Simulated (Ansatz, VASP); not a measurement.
Two plane-wave programs on Bi2Se3

```
Bi Se
1.0
     2.07150    1.19598    9.54533
    -2.07150    1.19598    9.54533
     0.00000   -2.39196    9.54533
Bi Se
2 3
Direct
  0.59920 0.59920 0.59920
  0.40080 0.40080 0.40080
  0.78830 0.78830 0.78830
  0.21170 0.21170 0.21170
  0.00000 0.00000 0.00000
```

Alike in both runs: functional revPBE; k mesh 8 × 8 × 8; occupations fermi-dirac, width 0.05 eV; no spin polarisation.

|  | VASP | Ansatz |
| --- | --- | --- |
| version | VASP 6.6.1 | Ansatz 0.2.0 |
| potentials or method | VASP PAW PBE potentials, release 64 (Bi_d, Se) | Ansatz PAW |
| plane-wave cutoff (eV) | 520 | 420 |
| valence electrons in the cell | 48 | 78 |
| task | single point | band structure |

|  | VASP | Ansatz | Ansatz less VASP |
| --- | --- | --- | --- |
| gap on the k mesh at the Fermi level (eV) | 0.27 | 0.27 | +0.002 |
| least direct gap on the mesh (eV) | 0.27 | 0.27 | +0.002 |
| pressure (GPa) | 3.8 | 3.8 | -0.01 |
| traceless stress, the component that is largest in VASP (GPa) | 0.07 | 0.07 | 0.000 |
| rms of the force components (eV/Å) | 0.087 | 0.082 | -0.0053 |

VASP's potentials were made for PBE, not for revPBE. Atom by atom the forces differ by 0.005 eV/Å (rms over components). With one functional, cell and mesh, what is left measures potentials, basis and numerics. VASP's potentials hold 48 valence electrons a cell and Ansatz's 78, so a difference there can come from the potentials and not from the codes.

Neither program's run includes spin-orbit coupling.
